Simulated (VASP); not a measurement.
Write the native input for VASP 6.6.1 that does the following.

```yaml
Task: single point
Functional: PBE
Potentials_or_basis: VASP PAW PBE potentials, release 64 (Ti_sv, O)
Cutoff: 520 eV
k_mesh: 14 × 14 × 14
Occupations: gaussian, width 0.05 eV
Spin: no spin polarisation
Dipole_correction: no
Further_INCAR_settings: ALGO = Normal; EDIFF = 1e-07; NBANDS = 33
```

The structure of TiO2 lies in POSCAR:

```
TiO2
1.0
   -1.8921000000      1.8921000000      4.7573000000
    1.8921000000     -1.8921000000      4.7573000000
    1.8921000000      1.8921000000     -4.7573000000
Ti O
2 4
Direct
    0.0000000000      0.0000000000      0.0000000000
    0.7500000000      0.2500000000      0.5000000000
    0.2081000000      0.2081000000      0.0000000000
    0.9581000000      0.4581000000      0.5000000000
    0.5419000000      0.0419000000      0.5000000000
    0.7919000000      0.7919000000      0.0000000000
```

The input as run:

INCAR

```
SYSTEM = TiO2
PREC = Accurate
ENCUT = 520
EDIFF = 1E-7
ISMEAR = 0
SIGMA = 0.05
LREAL = .False.
LASPH = .True.
NELM = 80
ALGO = Normal
ISIF = 2
LWAVE = .False.
LCHARG = .False.
GGA = PE
NBANDS = 33
```

KPOINTS

```
Automatic mesh
0
Gamma
  14 14 14
  0 0 0
```

Potentials or basis: VASP PAW PBE potentials, release 64 (Ti_sv, O).

Launch:

```sh
$ cat potpaw_PBE.64/Ti_sv/POTCAR potpaw_PBE.64/O/POTCAR > POTCAR
$ mpirun -np 1 vasp_std > vasp.out
```

It gave:

| Property | Result |
| --- | --- |
| Pressure | 5.9 GPa |
| Largest force | 0.125 eV/Å |
| Band gap on the k mesh | 2.10 eV, indirect (least direct gap 2.44 eV) |

It took 8.1 min on 1 thread of Intel(R) Xeon(R) 6975P-C (Granite Rapids), with other jobs on the host, peak memory 0.56 GiB.
